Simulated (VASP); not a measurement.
Write the native input for VASP 6.6.1 that does the following.

- Task: single point
- Functional: PBE
- Potentials or basis: VASP PAW PBE potentials, release 64 (Ga_d, N)
- Cutoff: 520 eV
- k mesh: 4 × 4 × 4
- Occupations: fermi-dirac, width 0.02 eV
- Spin: no spin polarisation
- Dipole correction: no
- Further INCAR settings: ALGO = Normal; EDIFF = 1e-06; NBANDS = 16

The structure of GaN lies in POSCAR:

```
GaN
1.0
    0.0000000000      1.9925000000      1.9925000000
    1.9925000000      0.0000000000      1.9925000000
    1.9925000000      1.9925000000      0.0000000000
Ga N
1 1
Direct
    0.5000000000      0.5000000000      0.5000000000
    0.0000000000      0.0000000000      0.0000000000
```

One way to write it, as run:

INCAR

```
PREC = Accurate
ENCUT = 520
EDIFF = 1E-6
ISMEAR = -1
SIGMA = 0.02
LREAL = F
LASPH = T
NELM = 60
ALGO = Normal
ISIF = 2
LWAVE = F
LCHARG = F
GGA = PE
NBANDS = 16
```

KPOINTS

```
Automatic mesh
0
Gamma
  4 4 4
```

Potentials or basis: VASP PAW PBE potentials, release 64 (Ga_d, N).

The run is started by

```console
$ cat potpaw_PBE.64/Ga_d/POTCAR potpaw_PBE.64/N/POTCAR > POTCAR
$ mpirun -np 1 vasp_std > vasp.out
```

Results of the run:

```
Pressure               : 69.9 GPa
Band gap on the k mesh : 1.88 eV, indirect (least direct gap 5.18 eV)
```

Caveat: the k points lie up to 0.68 Å⁻¹ apart.

It took 2.3 s on 1 thread of Intel(R) Xeon(R) 6975P-C (Granite Rapids), on a shared host, peak memory 0.13 GiB.
